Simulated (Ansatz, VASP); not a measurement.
## AlRu in VASP and in Ansatz

Contents of INCAR:

```
  PREC = Accurate
  ENCUT = 520
  EDIFF = 1E-6
  ISMEAR = 0
  SIGMA = 0.15
  LREAL = F
  LASPH = T
  NELM = 100
  ALGO = Fast
  ISIF = 2
  LWAVE = F
  LCHARG = F
  GGA = PS
  NBANDS = 16
```

The input KPOINTS:

```
regular mesh
0
Gamma
  20 20 20
```

Contents of POSCAR:

```
AlRu
1.0
    3.0320666491      0.0000000000      0.0000000000
    0.0000000000      2.9207489965      0.0000000000
    0.0000000000      0.0000000000      2.9764078228
Al Ru
1 1
Direct
    0.0000000000      0.0000000000      0.0000000000
    0.5000000000      0.5000000000      0.5000000000
```

Input for Ansatz:

```yaml
crystal:
  lattice:
    - [3.0320666491, 0.0, 0.0]
    - [0.0, 2.9207489965, 0.0]
    - [0.0, 0.0, 2.9764078228]
  atoms:
    - { symbol: Al, position: [0.0, 0.0, 0.0] }
    - { symbol: Ru, position: [0.5, 0.5, 0.5] }
basis:
  ecutwfc: 420
kpoints:
  mp_grid: { grid: [20, 20, 20] }
hamiltonian:
  xc: pbesol
scf:
  occupations: { method: gaussian, width: 0.15 }
output:
  forces: true
  stress: true
  eigenvalues: true
  write_density: true
  write_potential: true
  elf: true
  volumetric_format: npy
```

Change from the starting cell: strain +0.0187 x Voigt [1, -1, 0, 0, 0, 0], atoms carried along.

Alike in both runs: task single point; functional PBEsol; k mesh 20 × 20 × 20; occupations gaussian, width 0.15 eV; no spin polarisation.

|  | VASP | Ansatz |
| --- | --- | --- |
| version | VASP 6.6.1 | Ansatz 0.2.0 |
| potentials or method | VASP PAW PBE potentials, release 64 (Al, Ru_pv), cutoff 520 eV | scalar-relativistic, plane waves, PAW |
| valence electrons in the cell | 17 | 19 |

|  | VASP | Ansatz | Ansatz less VASP |
| --- | --- | --- | --- |
| gap on the k mesh at the Fermi level (eV) | none | none | - |
| pressure (GPa) | 0.2 | 0.2 | +0.01 |
| traceless stress, the component that is largest in VASP (GPa) | 3.42 | 3.40 | -0.020 |

VASP's potentials were made for PBE, not for PBEsol. A gap of «none» marks a metal or a gap that the smearing closes. With one functional, cell and mesh, what is left measures potentials, basis and numerics. VASP's potentials hold 17 valence electrons a cell and Ansatz's 19, so a difference there can come from the potentials and not from the codes.
